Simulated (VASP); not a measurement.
# ZnS (P6_3mc) in VASP: a series of runs, part 2 of 2

VASP 6.6.1. Earlier steps stand in the parts before.

## (4) Single point, r2SCAN (atoms displaced along a vibrational mode)

The input, POSCAR:

```
ZnS
1.0
    3.8087369172      0.0000000000      0.0000000000
   -1.9043684586      3.2984629266      0.0000000000
    0.0000000000      0.0000000000     12.4664651906
Zn S
4 4
Direct
    0.0000000000      0.0000000000      0.0061292106
    0.0000000000      0.0000000000      0.5061292106
    0.3333333333      0.6666666667      0.2440544771
    0.6666666667      0.3333333333      0.7440544771
    0.0000000000      0.0000000000      0.1887024755
    0.0000000000      0.0000000000      0.6887024755
    0.3333333333      0.6666666667      0.4361152126
    0.6666666667      0.3333333333      0.9361152126
```

The input, INCAR.step1:

```
ALGO     = Normal         # electronic algorithm
EDIFF    = 1E-4           # SCF threshold, eV
ENCUT    = 520            # plane-wave cutoff, eV
GGA      = PE             # functional
ISMEAR   = 0              # smearing method
LASPH    = True           # aspherical terms in the spheres
LCHARG   = False          # write CHGCAR
LREAL    = False          # projectors in reciprocal space
LWAVE    = True           # write WAVECAR
NBANDS   = 46             # bands
NELM     = 80             # most SCF steps
PREC     = Accurate       # precision mode
SIGMA    = 0.05           # smearing width, eV
```

The input, INCAR.step2:

```
ALGO     = Normal         # electronic algorithm
EDIFF    = 1E-7           # SCF threshold, eV
ENCUT    = 520            # plane-wave cutoff, eV
ISIF     = 2              # what is computed and relaxed
ISMEAR   = 0              # smearing method
ISTART   = 1            
LASPH    = True           # aspherical terms in the spheres
LCHARG   = False          # write CHGCAR
LMIXTAU  = True         
LREAL    = False          # projectors in reciprocal space
LWAVE    = False          # write WAVECAR
METAGGA  = R2SCAN         # meta-GGA
NBANDS   = 46             # bands
NELM     = 80             # most SCF steps
PREC     = Accurate       # precision mode
SIGMA    = 0.05           # smearing width, eV
```

The input, KPOINTS:

```
k-points
0
Gamma
  6 6 2
```

Potentials or basis: VASP PAW PBE potentials, release 64 (Zn, S).

Run with:

```sh
$ cat potpaw_PBE.64/Zn/POTCAR potpaw_PBE.64/S/POTCAR > POTCAR
$ cp INCAR.step1 INCAR
$ mpirun -np 1 vasp_std > vasp.out
$ cp INCAR.step2 INCAR
$ mpirun -np 1 vasp_std > vasp.out
```

OUTCAR:

```text
EDIFF = 1E-7
   ENCUT = 520
   ISIF = 2
   ISMEAR = 0
   ISTART = 1
   LASPH = True
   LREAL = False
   METAGGA = R2SCAN
   NELM = 80
   PREC = Accurate

 ion  position               nearest neighbor table
   1  0.000  0.000  0.006-   5 2.28   8 2.37   8 2.37   8 2.37
   2  0.000  0.000  0.506-   6 2.28   7 2.37   7 2.37   7 2.37
   3  0.333  0.667  0.244-   5 2.30   5 2.30   5 2.30   7 2.39
   4  0.667  0.333  0.744-   6 2.30   6 2.30   6 2.30   8 2.39
   5  0.000  0.000  0.189-   1 2.28   3 2.30   3 2.30   3 2.30
   6  0.000  0.000  0.689-   2 2.28   4 2.30   4 2.30   4 2.30
   7  0.333  0.667  0.436-   2 2.37   2 2.37   2 2.37   3 2.39
   8  0.667  0.333  0.936-   1 2.37   1 2.37   1 2.37   4 2.39

  LATTYP: Found a hexagonal cell.
 ALAT       =     3.8087369172
 C/A-ratio  =     3.2731232064

  Lattice vectors:

 A1 = (   3.8087369172,   0.0000000000,   0.0000000000)
 A2 = (  -1.9043684586,   3.2984629266,   0.0000000000)
 A3 = (   0.0000000000,   0.0000000000,  12.4664651906)

Analysis of symmetry for initial positions (statically):
=====================================================================
 Subroutine PRICEL returns:
 Original cell was already a primitive cell.

 Routine SETGRP: Setting up the symmetry group for a
 hexagonal supercell.

 Subroutine GETGRP returns: Found 12 space group operations
 (whereof  6 operations were pure point group operations)
 out of a pool of 24 trial point group operations.

The static configuration has the point symmetry C_3v.
 The point group associated with its full space group is C_6v.

Analysis of symmetry for dynamics (positions and initial velocities):
[... 132 lines left out ...]
     AMIX     =   0.40;   BMIX     =  1.00
     AMIX_MAG =   1.60;   BMIX_MAG =  1.00
  volume/ion in A,a.u.               =      19.58       132.11
  Fermi-wavevector in a.u.,A,eV,Ry     =   1.263495  2.387660 21.720624  1.596421
  Thomas-Fermi vector in A             =   2.396849
   LORBIT       =      0    0 simple, 1 ext, 2 COOP (PROOUT), +10 PAW based schemes
   METAGGA = R2SCAN    functional components
   LHFCALC =     F    Hartree Fock is set to
   AEXX    =    0.0000 exact exchange contribution
   IVDW    =     0    specifies the selected vdW correction
   LEPSILON=     F    determine dielectric tensor
   LRPA    =     F    only Hartree local field effects (RPA)
 non-spin polarized calculation
 Gauss-broadening in eV      SIGMA  =   0.05
  energy-cutoff  :      520.00
  volume of cell :      156.62
 maximum number of plane-waves:      4251
   NGX = 15   NGY = 15   NGZ = 47

 number of electron      71.9999995 magnetization

 Free energy of the ion-electron system (eV)
  ---------------------------------------------------
  ext. energy  EPLUGINS =         0.00000000
  ---------------------------------------------------
  free energy    TOTEN  =       -75.34351214 eV

  energy without entropy =      -75.34351214  energy(sigma->0) =      -75.34351214

 E-fermi :   2.2462     XC(G=0): -10.3195

 val. band max:        1.9798607605   @ k =   0.0000   0.0000   0.0000
 cond. band min:       4.6185886987   @ k =   0.0000   0.0000   0.0000
 fundamental gap:      2.6387279382
 Fermi energy:         2.2462488193

 k-point     1 :       0.0000    0.0000    0.0000
  band No.  band energies     occupation
      1     -11.9536      2.00000
      2     -11.7513      2.00000
      3     -11.0396      2.00000
      4     -10.7525      2.00000
      5      -4.8051      2.00000
      6      -4.8051      2.00000
[... 675 lines left out ...]
     45      10.3310      0.00000
     46      10.3313      0.00000

------------------------ aborting loop because EDIFF is reached ----------------------------------------

  FORCE on cell =-STRESS in cart. coord.  units (eV):
  Direction    XX          YY          ZZ          XY          YZ          ZX
  --------------------------------------------------------------------------------------
  -------------------------------------------------------------------------------------
  Total        0.0833352      0.0833352      0.1849891      0.0000000      0.0000000      0.0000000
  in kB        0.8525171      0.8525171      1.8924345      0.0000000      0.0000000      0.0000000
  external PRESSURE =       1.1991563 kB  Pullay stress =       0.0000000 kB

 VOLUME and BASIS-vectors are now :
 -----------------------------------------------------------------------------
  energy-cutoff  :      520.00
  volume of cell :      156.62
      direct lattice vectors                 reciprocal lattice vectors
     3.808736917  0.000000000  0.000000000     0.262554233  0.151585757  0.000000000
    -1.904368459  3.298462927  0.000000000     0.000000000  0.303171514  0.000000000
     0.000000000  0.000000000 12.466465191     0.000000000  0.000000000  0.080215200

 POSITION                                       TOTAL-FORCE (eV/Angst)
 -----------------------------------------------------------------------------------
      0.00000      0.00000      0.07641        -0.000000      0.000000     -0.764598
      0.00000      0.00000      6.30964         0.000000      0.000000     -0.764598
     -0.00000      2.19898      3.04250         0.000000      0.000000      0.635434
      1.90437      1.09949      9.27573         0.000000     -0.000000      0.635434
      0.00000      0.00000      2.35245        -0.000000      0.000000     -0.011780
      0.00000      0.00000      8.58569        -0.000000      0.000000     -0.011780
     -0.00000      2.19898      5.43682        -0.000000      0.000000      0.140944
      1.90437      1.09949     11.67005        -0.000000      0.000000      0.140944
 -----------------------------------------------------------------------------------
    total drift:                               -0.000001     -0.000001     -0.026769

  FREE ENERGIE OF THE ION-ELECTRON SYSTEM (eV)
  ---------------------------------------------------
  free  energy   TOTEN  =       -75.3435121430 eV

  energy  without entropy=      -75.3435121430  energy(sigma->0) =      -75.34351214
```

OSZICAR.step1:

```text
N       E                     dE             d eps       ncg     rms          rms(c)
DAV:   1     0.591826490228E+03    0.59183E+03   -0.33273E+04  1288   0.188E+03
DAV:   2     0.515948128377E+02   -0.54023E+03   -0.52051E+03  1288   0.437E+02
DAV:   3    -0.253311099436E+02   -0.76926E+02   -0.75867E+02  1424   0.153E+02
DAV:   4    -0.289433699537E+02   -0.36123E+01   -0.35981E+01  1564   0.334E+01
DAV:   5    -0.289986240400E+02   -0.55254E-01   -0.55230E-01  1508   0.417E+00    0.141E+01
DAV:   6    -0.272182486911E+02    0.17804E+01   -0.36359E+00  1998   0.424E+01    0.109E+01
DAV:   7    -0.273288952489E+02   -0.11065E+00   -0.47341E+00  1448   0.866E+00    0.405E+00
DAV:   8    -0.272521270873E+02    0.76768E-01   -0.30966E-01  1650   0.489E+00    0.130E+00
DAV:   9    -0.272495519263E+02    0.25752E-02   -0.93201E-02  1660   0.306E+00    0.405E-01
DAV:  10    -0.272499327250E+02   -0.38080E-03   -0.73899E-03  1546   0.129E+00    0.229E-01
DAV:  11    -0.272501817924E+02   -0.24907E-03   -0.90872E-04  1700   0.562E-01    0.117E-01
DAV:  12    -0.272504233591E+02   -0.24157E-03   -0.52516E-04  1286   0.212E-01    0.788E-02
DAV:  13    -0.272504080700E+02    0.15289E-04   -0.16585E-04   800   0.280E-01
   1 F= -.27250408E+02 E0= -.27250408E+02  d E =-.210848E-14
```

Run time: 3.6 min. Hardware: 1 thread of Intel Xeon 6975P-C (Granite Rapids), shared host; peak memory 0.33 GiB.

What came out:

```
Free energy            : -75.3435 eV
Pressure               : 0.1 GPa
Largest force          : 0.765 eV/Å
Band gap on the k mesh : 2.64 eV
```

Forces in eV/Å, atoms in the order of the input:
```
Zn   0.000  0.000 -0.765
Zn   0.000  0.000 -0.765
Zn   0.000  0.000  0.635
Zn   0.000  0.000  0.635
S    0.000  0.000 -0.012
S    0.000  0.000 -0.012
S    0.000  0.000  0.141
S    0.000  0.000  0.141
```

Levels at points of the mesh, in eV from the valence-band top:
```
           k point  band 33  band 34  band 35  band 36  band 37  band 38  band 39  band 40
(0.00, 0.00, 0.00)    -0.31    -0.12     0.00     0.00     2.64     3.67     3.69     4.33
(0.50, 0.00, 0.00)    -1.82    -1.41    -1.14    -0.90     3.63     3.69     3.96     4.87
(0.00, 0.00, 0.50)    -0.13    -0.13    -0.13    -0.13     3.36     3.36     3.92     3.92
(0.50, 0.00, 0.50)    -1.61    -1.61    -1.12    -1.12     3.94     3.94     4.45     4.45
```

Caveat: the cell differs from its parent crystal (atoms displaced along a vibrational mode); the PAW data sets were made with another functional, which shifts forces and pressure a little.

## (5) Single point, r2SCAN (atoms displaced along a vibrational mode)

The input, POSCAR:

```
ZnS
1.0
    3.8087369172      0.0000000000      0.0000000000
   -1.9043684586      3.2984629266      0.0000000000
    0.0000000000      0.0000000000     12.4664651906
Zn S
4 4
Direct
    0.0000000000      0.0000000000     -0.0209374620
    0.0000000000      0.0000000000      0.4790625380
    0.3333333333      0.6666666667      0.2711271071
    0.6666666667      0.3333333333      0.7711271071
    0.0000000000      0.0000000000      0.1821039795
    0.0000000000      0.0000000000      0.6821039795
    0.3333333333      0.6666666667      0.4427015597
    0.6666666667      0.3333333333      0.9427015597
```

The input, INCAR.step1:

```
PREC = Accurate
ENCUT = 520
ISMEAR = 0
SIGMA = 0.05
LREAL = F
LASPH = T
NELM = 100
NBANDS = 46
GGA = PE
ALGO = Normal
EDIFF = 1E-4
LWAVE = T
LCHARG = F
```

The input, INCAR.step2:

```
PREC = Accurate
ENCUT = 520
EDIFF = 1E-7
ISMEAR = 0
SIGMA = 0.05
LREAL = F
LASPH = T
NELM = 100
ALGO = Normal
ISIF = 2
LWAVE = F
LCHARG = F
METAGGA = R2SCAN
LMIXTAU = T
NBANDS = 46
ISTART = 1
```

The input, KPOINTS:

```
regular mesh
0
Gamma
  6 6 2
```

Run with:

```sh
$ cat potpaw_PBE.64/Zn/POTCAR potpaw_PBE.64/S/POTCAR > POTCAR
$ cp INCAR.step1 INCAR
$ mpirun -np 1 vasp_std > vasp.out
$ cp INCAR.step2 INCAR
$ mpirun -np 1 vasp_std > vasp.out
```

Run time: 3.9 min. Hardware: 1 thread of Intel Xeon 6975P-C (Granite Rapids), shared host; peak memory 0.33 GiB.

It converged, with:

```
Free energy            : -74.1383 eV
Pressure               : 1.6 GPa
Largest force          : 3.270 eV/Å
Band gap on the k mesh : 1.86 eV
```

Forces on the atoms (eV/Å):
```
Zn   0.000  0.000  1.710
Zn   0.000  0.000  1.710
Zn   0.000  0.000 -3.270
Zn   0.000  0.000 -3.270
S    0.000  0.000  0.842
S    0.000  0.000  0.842
S    0.000  0.000  0.717
S    0.000  0.000  0.717
```

Stress tensor (GPa, compression positive):
```
1.32 0.00 0.00
0.00 1.32 0.00
0.00 0.00 2.06
```

Levels at points of the mesh, in eV from the valence-band top:
```tsv
k point	band 34	band 35	band 36	band 37	band 38	band 39
(0.00, 0.00, 0.00)	-0.14	0.00	0.00	1.86	2.63	3.36
(0.50, 0.00, 0.00)	-1.57	-1.11	-0.83	2.84	2.97	3.38
(0.00, 0.00, 0.50)	-0.07	-0.07	-0.07	2.37	2.37	3.82
(0.50, 0.00, 0.50)	-1.85	-0.97	-0.97	3.09	3.09	3.93
```

Caveat: the cell differs from its parent crystal (atoms displaced along a vibrational mode); the PAW data sets were made with another functional, which shifts forces and pressure a little.

## (6) Summary

| cell | gap on the mesh (eV) | pressure (GPa) | largest force (eV/Å) |
| --- | --- | --- | --- |
| as given, atomic positions A | 2.01 | 1.1 | 2.69 |
| as given, atomic positions B | 2.40 | 0.5 | 1.64 |
| as given, atomic positions C | 2.64 | 0.1 | 0.76 |
| as given, atomic positions D | 1.86 | 1.6 | 3.27 |

Alike in all rows: task single point; level r2SCAN; potentials or basis VASP PAW PBE potentials, release 64 (Zn, S); no spin polarisation; k mesh 6 × 6 × 2; cutoff (eV) 520; smearing gaussian 0.05 eV.

Caveats: the PAW data sets were made with another functional, which shifts forces and pressure a little.

Total energies depend on the potentials used, so only differences within one code and one set of settings carry meaning.
